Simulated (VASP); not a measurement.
# KBr (Fm-3m) in VASP: settings compared

The runs below take KBr through single point, with PBE, LDA, r2SCAN.

Program: VASP 6.6.1. These are calculated values, not measurements. Logs are shortened: lines on timing, memory, paths and dates and some standing lists are left out, and cuts for length are marked.

**1. The cell of the first run**

Symmetry: Fm-3m, No. 225, cubic system. The conventional cell has a = 6.604 Å, b = 6.604 Å, c = 6.604 Å, α = 90.00°, β = 90.00°, γ = 90.00°. Within 4.3 Å of K (site symmetry m-3m) lie 6 Br at 3.30 Å. Within 4.3 Å of Br (site symmetry m-3m) lie 6 K at 3.30 Å.

**2. Single point, PBE**

The input, INCAR:

```
SYSTEM = KBr
PREC = Accurate
ENCUT = 520
EDIFF = 1E-6
ISMEAR = 0
SIGMA = 0.01
LREAL = .FALSE.
LASPH = .TRUE.
NELM = 60
ALGO = Normal
ISIF = 2
LWAVE = .FALSE.
LCHARG = .FALSE.
GGA = PE
NBANDS = 15
```

The input, KPOINTS:

```
regular mesh
0
G
  4 4 4
  0 0 0
```

The input, POSCAR:

```
KBr
1.0
    0.0000000000      3.3022478268      3.3022478268
    3.3022478268      0.0000000000      3.3022478268
    3.3022478268      3.3022478268      0.0000000000
K Br
1 1
Direct
    0.0000000000      0.0000000000      0.0000000000
    0.5000000000      0.5000000000      0.5000000000
```

Potentials or basis: VASP PAW PBE potentials, release 64 (K_sv, Br).

On the command line:

```console
> cat potpaw_PBE.64/K_sv/POTCAR potpaw_PBE.64/Br/POTCAR > POTCAR
> mpirun -np 1 vasp_std > vasp.out
```

OUTCAR:

```text
SYSTEM = KBr
   PREC = Accurate
   ENCUT = 520
   EDIFF = 1E-6
   ISMEAR = 0
   LREAL = .FALSE.
   LASPH = .TRUE.
   NELM = 60
   ISIF = 2
   GGA = PE

 ion  position               nearest neighbor table
   1  0.000  0.000  0.000-   2 3.30   2 3.30   2 3.30   2 3.30   2 3.30   2 3.30
   2  0.500  0.500  0.500-   1 3.30   1 3.30   1 3.30   1 3.30   1 3.30   1 3.30

  LATTYP: Found a face centered cubic cell.
 ALAT       =     6.6044956536

  Lattice vectors:

 A1 = (   0.0000000000,   3.3022478268,   3.3022478268)
 A2 = (   3.3022478268,   0.0000000000,   3.3022478268)
 A3 = (   3.3022478268,   3.3022478268,   0.0000000000)

Analysis of symmetry for initial positions (statically):
=====================================================================
 Subroutine PRICEL returns:
 Original cell was already a primitive cell.

 Routine SETGRP: Setting up the symmetry group for a
 face centered cubic supercell.

 Subroutine GETGRP returns: Found 48 space group operations
 (whereof 48 operations were pure point group operations)
 out of a pool of 48 trial point group operations.

The static configuration has the point symmetry O_h .

Analysis of symmetry for dynamics (positions and initial velocities):
=====================================================================
 Subroutine PRICEL returns:
 Original cell was already a primitive cell.

 Routine SETGRP: Setting up the symmetry group for a
 face centered cubic supercell.

 Subroutine GETGRP returns: Found 48 space group operations
 (whereof 48 operations were pure point group operations)
 out of a pool of 48 trial point group operations.

The dynamic configuration has the point symmetry O_h .

 Subroutine INISYM returns: Found 48 space group operations
 (whereof 48 operations are pure point group operations),
 and found     1 'primitive' translations

----------------------------------------------------------------------------------------

                                     Primitive cell

  volume of cell :      72.0210

  direct lattice vectors                    reciprocal lattice vectors
     0.000000000  3.302247827  3.302247827    -0.151412016  0.151412016  0.151412016
     3.302247827  0.000000000  3.302247827     0.151412016 -0.151412016  0.151412016
     3.302247827  3.302247827  0.000000000     0.151412016  0.151412016 -0.151412016

  length of vectors
     4.670083663  4.670083663  4.670083663     0.262253304  0.262253304  0.262253304

  position of ions in fractional coordinates (direct lattice)
     0.000000000  0.000000000  0.000000000
     0.500000000  0.500000000  0.500000000

  ion indices of the primitive-cell ions
   primitive index   ion index
                 1           1
                 2           2

----------------------------------------------------------------------------------------

 KPOINTS: regular mesh

Automatic generation of k-mesh.
 Grid dimensions read from file:
 generate k-points for:    4    4    4

 Generating k-lattice:

  Cartesian coordinates                     Fractional coordinates (reciprocal lattice)
    -0.037853004  0.037853004  0.037853004     0.250000000  0.000000000  0.000000000
     0.037853004 -0.037853004  0.037853004     0.000000000  0.250000000  0.000000000
     0.037853004  0.037853004 -0.037853004     0.000000000  0.000000000  0.250000000

  Length of vectors
     0.065563326  0.065563326  0.065563326

  Shift w.r.t. Gamma in fractional coordinates (k-lattice)
     0.000000000  0.000000000  0.000000000

 Subroutine IBZKPT returns following result:
 ===========================================

 Found      8 irreducible k-points:

 Following reciprocal coordinates:
            Coordinates               Weight
  0.000000  0.000000  0.000000      1.000000
  0.250000  0.000000  0.000000      8.000000
  0.500000  0.000000  0.000000      4.000000
  0.250000  0.250000  0.000000      6.000000
  0.500000  0.250000  0.000000     24.000000
 -0.250000  0.250000  0.000000     12.000000
  0.500000  0.500000  0.000000      3.000000
 -0.250000  0.500000  0.250000      6.000000
   k-points           NKPTS =      8   k-points in BZ     NKDIM =      8   number of bands    NBANDS=     15
   number of dos      NEDOS =    301   number of ions     NIONS =      2
   total plane-waves  NPLWV =  46656
   dimension x,y,z NGX =    36 NGY =   36 NGZ =   36
   dimension x,y,z NGXF=    72 NGYF=   72 NGZF=   72
   ions per type =               1   1
   NGX,Y,Z   is equivalent  to a cutoff of  12.82, 12.82, 12.82 a.u.
   NGXF,Y,Z  is equivalent  to a cutoff of  25.63, 25.63, 25.63 a.u.
 SYSTEM =  KBr
   PREC   = accura    normal or accurate (medium, high low for compatibility)
   ISTART =      0    job   : 0-new  1-cont  2-samecut
   ICHARG =      2    charge: 1-file 2-atom 10-const
   ISPIN  =      1    spin polarized calculation?
   LNONCOLLINEAR =      F non collinear calculations
   LSORBIT =      F    spin-orbit coupling
   LASPH  =      T    aspherical Exc in radial PAW
   ENCUT  =  520.0 eV  38.22 Ry    6.18 a.u.   8.68  8.68  8.68*2*pi/ulx,y,z
   NELM   =     60;   NELMIN=  2; NELMDL= -5     # of ELM steps
   EDIFF  = 0.1E-05   stopping-criterion for ELM
   LREAL  =      F    real-space projection
   EDIFFG = 0.1E-04   stopping-criterion for IOM
   NSW    =      0    number of steps for IOM
   IBRION =     -1    ionic relax: 0-MD 1-quasi-New 2-CG
   NFREE  =      0    steps in history (QN), initial steepest desc. (CG)
   ISIF   =      2    stress and relaxation
   ISYM   =      2    0-nonsym 1-usesym 2-fastsym
   POTIM  = 0.5000    time-step for ionic-motion
   TEBEG  =    0.0;   TEEND  =   0.0 temperature during run
   PSTRESS=    0.0 pullay stress
   NELECT =      16.0000    total number of electrons
   NUPDOWN=      -1.0000    fix difference up-down
   EMIN   =  10.00;   EMAX   =-10.00  energy-range for DOS
   EFERMI =   0.00;   METHOD = LEGACY
   ISMEAR =     0;   SIGMA  =   0.01  broadening in eV -4-tet -1-fermi 0-gaus
   EFERMI_NEDOS =   21; number of points for ismear=-14 and -15
   IALGO  =     38    algorithm
   IMIX   =      4    mixing-type and parameters
     AMIX     =   0.40;   BMIX     =  1.00
     AMIX_MAG =   1.60;   BMIX_MAG =  1.00
  volume/ion in A,a.u.               =      36.01       243.01
  Fermi-wavevector in a.u.,A,eV,Ry     =   0.991506  1.873674 13.375661  0.983083
  Thomas-Fermi vector in A             =   2.123252
   LORBIT       =      0    0 simple, 1 ext, 2 COOP (PROOUT), +10 PAW based schemes
   GGA     = PE    functional components
   LHFCALC =     F    Hartree Fock is set to
   AEXX    =    0.0000 exact exchange contribution
   IVDW    =     0    specifies the selected vdW correction
   LEPSILON=     F    determine dielectric tensor
   LRPA    =     F    only Hartree local field effects (RPA)
 non-spin polarized calculation
 Gauss-broadening in eV      SIGMA  =   0.01
  energy-cutoff  :      520.00
  volume of cell :       72.02
 maximum number of plane-waves:      1964
 NGX is ok and might be reduce to    36
   NGX = 17   NGY = 17   NGZ = 17

 number of electron      15.9999997 magnetization

 Free energy of the ion-electron system (eV)
  ---------------------------------------------------
  ext. energy  EPLUGINS =         0.00000000
  ---------------------------------------------------
  free energy    TOTEN  =        -6.21535686 eV

  energy without entropy =       -6.21535686  energy(sigma->0) =       -6.21535686

 E-fermi :  -1.6929     XC(G=0):  -7.3621

 val. band max:       -1.7480383625   @ k =   0.0000   0.0000   0.0000
 cond. band min:       2.6801137797   @ k =   0.0000   0.0000   0.0000
 fundamental gap:      4.4281521422
 Fermi energy:        -1.6929177489

 k-point     1 :       0.0000    0.0000    0.0000
  band No.  band energies     occupation
      1     -29.5344      2.00000
      2     -14.0376      2.00000
      3     -13.0115      2.00000
      4     -13.0115      2.00000
      5     -13.0115      2.00000
      6      -1.7480      2.00000
      7      -1.7480      2.00000
      8      -1.7480      2.00000
      9       2.6801      0.00000
     10       5.8551      0.00000
     11       5.8551      0.00000
     12       5.8551      0.00000
     13       6.6770      0.00000
     14       6.6770      0.00000
     15       9.8489      0.00000

 k-point     2 :       0.2500    0.0000    0.0000
  band No.  band energies     occupation
      1     -29.5316      2.00000
      2     -14.1347      2.00000
      3     -13.0143      2.00000
      4     -13.0143      2.00000
      5     -12.8794      2.00000
      6      -2.4170      2.00000
      7      -1.9203      2.00000
      8      -1.9203      2.00000
      9       3.9309      0.00000
     10       5.7371      0.00000
     11       6.5565      0.00000
     12       6.5565      0.00000
     13       7.4453      0.00000
     14       7.4453      0.00000
     15      10.4581      0.00000

 k-point     3 :       0.5000    0.0000    0.0000
  band No.  band energies     occupation
      1     -29.5288      2.00000
      2     -14.2150      2.00000
      3     -13.0170      2.00000
      4     -13.0170      2.00000
      5     -12.7630      2.00000
      6      -2.9226      2.00000
      7      -2.0792      2.00000
      8      -2.0792      2.00000
      9       4.8379      0.00000
     10       6.4792      0.00000
     11       8.0090      0.00000
     12       8.0090      0.00000
     13       8.3208      0.00000
     14       8.3208      0.00000
     15       9.1723      0.00000

 k-point     4 :       0.2500    0.2500    0.0000
  band No.  band energies     occupation
      1     -29.5307      2.00000
      2     -14.0849      2.00000
      3     -13.0292      2.00000
      4     -13.0292      2.00000
      5     -12.9247      2.00000
      6      -2.4516      2.00000
      7      -1.9097      2.00000
      8      -1.9097      2.00000
      9       4.1441      0.00000
     10       4.7837      0.00000
     11       7.0948      0.00000
     12       7.2994      0.00000
     13       7.2994      0.00000
     14       7.8627      0.00000
     15       9.9367      0.00000

 k-point     5 :       0.5000    0.2500    0.0000
  band No.  band energies     occupation
      1     -29.5280      2.00000
      2     -14.0948      2.00000
      3     -13.0510      2.00000
      4     -13.0321      2.00000
      5     -12.8962      2.00000
      6      -2.6297      2.00000
      7      -2.2089      2.00000
      8      -2.0563      2.00000
      9       4.9056      0.00000
     10       5.8153      0.00000
     11       7.1930      0.00000
     12       7.8922      0.00000
     13       7.9941      0.00000
     14       8.4615      0.00000
     15       9.1662      0.00000

 k-point     6 :      -0.2500    0.2500    0.0000
  band No.  band energies     occupation
      1     -29.5289      2.00000
      2     -14.1427      2.00000
      3     -13.0514      2.00000
      4     -13.0173      2.00000
      5     -12.8369      2.00000
      6      -2.6592      2.00000
      7      -2.1496      2.00000
      8      -2.0672      2.00000
      9       5.1353      0.00000
     10       5.7144      0.00000
     11       7.0736      0.00000
     12       7.1905      0.00000
     13       7.8728      0.00000
     14       8.9213      0.00000
     15       9.2343      0.00000

 k-point     7 :       0.5000    0.5000    0.0000
  band No.  band energies     occupation
      1     -29.5272      2.00000
      2     -13.9400      2.00000
      3     -13.1011      2.00000
      4     -13.0471      2.00000
      5     -13.0471      2.00000
      6      -2.5593      2.00000
      7      -2.0329      2.00000
      8      -2.0329      2.00000
      9       4.1187      0.00000
     10       5.4429      0.00000
     11       7.6151      0.00000
     12       7.7499      0.00000
     13       7.9169      0.00000
     14       9.0187      0.00000
     15       9.0187      0.00000

 k-point     8 :      -0.2500    0.5000    0.2500
  band No.  band energies     occupation
      1     -29.5271      2.00000
      2     -14.0368      2.00000
      3     -13.0740      2.00000
      4     -13.0740      2.00000
      5     -12.9155      2.00000
      6      -2.3336      2.00000
      7      -2.3336      2.00000
      8      -2.2826      2.00000
      9       5.6363      0.00000
     10       5.6363      0.00000
     11       6.5017      0.00000
     12       7.2462      0.00000
     13       8.9392      0.00000
     14       9.0433      0.00000
     15       9.2649      0.00000

------------------------ aborting loop because EDIFF is reached ----------------------------------------

  FORCE on cell =-STRESS in cart. coord.  units (eV):
  Direction    XX          YY          ZZ          XY          YZ          ZX
  --------------------------------------------------------------------------------------
  -------------------------------------------------------------------------------------
  Total        0.3259534      0.3259534      0.3259534      0.0000000      0.0000000      0.0000000
  in kB        7.2511541      7.2511541      7.2511541      0.0000000      0.0000000      0.0000000
  external PRESSURE =       7.2511541 kB  Pullay stress =       0.0000000 kB

 VOLUME and BASIS-vectors are now :
 -----------------------------------------------------------------------------
  energy-cutoff  :      520.00
  volume of cell :       72.02
      direct lattice vectors                 reciprocal lattice vectors
     0.000000000  3.302247827  3.302247827    -0.151412016  0.151412016  0.151412016
     3.302247827  0.000000000  3.302247827     0.151412016 -0.151412016  0.151412016
     3.302247827  3.302247827  0.000000000     0.151412016  0.151412016 -0.151412016

 POSITION                                       TOTAL-FORCE (eV/Angst)
 -----------------------------------------------------------------------------------
      0.00000      0.00000      0.00000         0.000000      0.000000      0.000000
      3.30225      3.30225      3.30225        -0.000000     -0.000000     -0.000000
 -----------------------------------------------------------------------------------
    total drift:                                0.000000      0.000000      0.000000

  FREE ENERGIE OF THE ION-ELECTRON SYSTEM (eV)
  ---------------------------------------------------
  free  energy   TOTEN  =        -6.2153568560 eV

  energy  without entropy=       -6.2153568560  energy(sigma->0) =       -6.21535686
```

It took 5.4 s on 1 thread of Intel Xeon 6975P-C (Granite Rapids), shared host; peak memory 0.2 GiB.

Results:

| Property | Result |
| --- | --- |
| Free energy | -6.2154 eV |
| Pressure | 0.7 GPa |
| Band gap on the k mesh | 4.43 eV, direct |

Levels at points of the mesh, in eV from the valence-band top:
```tsv
k point	band 6	band 7	band 8	band 9	band 10	band 11
(0.00, 0.00, 0.00)	0.00	0.00	0.00	4.43	7.60	7.60
(0.50, 0.00, 0.00)	-1.17	-0.33	-0.33	6.59	8.23	9.76
(0.50, 0.50, 0.00)	-0.81	-0.28	-0.28	5.87	7.19	9.36
```

(Part 1 of 2 ends here.)
